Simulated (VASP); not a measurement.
Wanted: the native input for a VASP 6.6.1 run.

```
Task                   : single point
Functional             : PBEsol
Potentials or basis    : VASP PAW PBE potentials, release 64 (Ag)
Cutoff                 : 520 eV
k mesh                 : 20 × 20 × 20
Occupations            : gaussian, width 0.15 eV
Spin                   : no spin polarisation
Dipole correction      : no
Further INCAR settings : ALGO = Fast; EDIFF = 1e-06; NBANDS = 12
```

The structure of Ag lies in POSCAR:

```
Ag
1.0
    0.0000000000      2.0431000000      2.0431000000
    2.0226690000      0.0000000000      2.0431000000
    2.0226690000      2.0431000000      0.0000000000
Ag
1
Direct
    0.0000000000      0.0000000000      0.0000000000
```

This cell differs from its parent crystal: strain -0.0100 x Voigt [1, 0, 0, 0, 0, 0].

One way to write it, as run:

INCAR

```
SYSTEM = Ag
ALGO = Fast ; EDIFF = 1E-6
ENCUT = 520 ; GGA = PS
ISIF = 2 ; ISMEAR = 0
LASPH = .TRUE. ; LCHARG = .FALSE.
LREAL = .FALSE. ; LWAVE = .FALSE.
NBANDS = 12 ; NELM = 80
PREC = Accurate ; SIGMA = 0.15
```

KPOINTS

```
k-points
0
G
  20 20 20
  0 0 0
```

Potentials or basis: VASP PAW PBE potentials, release 64 (Ag).

Launch:

```bash
$ cat potpaw_PBE.64/Ag/POTCAR > POTCAR
$ mpirun -np 1 vasp_std > vasp.out
```

Results of the run:

| Property | Result |
| --- | --- |
| Pressure | -1.6 GPa |

Caveat: the cell differs from its parent crystal (strain -0.0100 x Voigt [1, 0, 0, 0, 0, 0]); the PAW data sets were made with another functional, which shifts forces and pressure a little.

Wall time 68 s on 1 thread of AMD EPYC 9R45 96-Core Processor (Zen 5), on a shared host, peak memory 0.21 GiB.
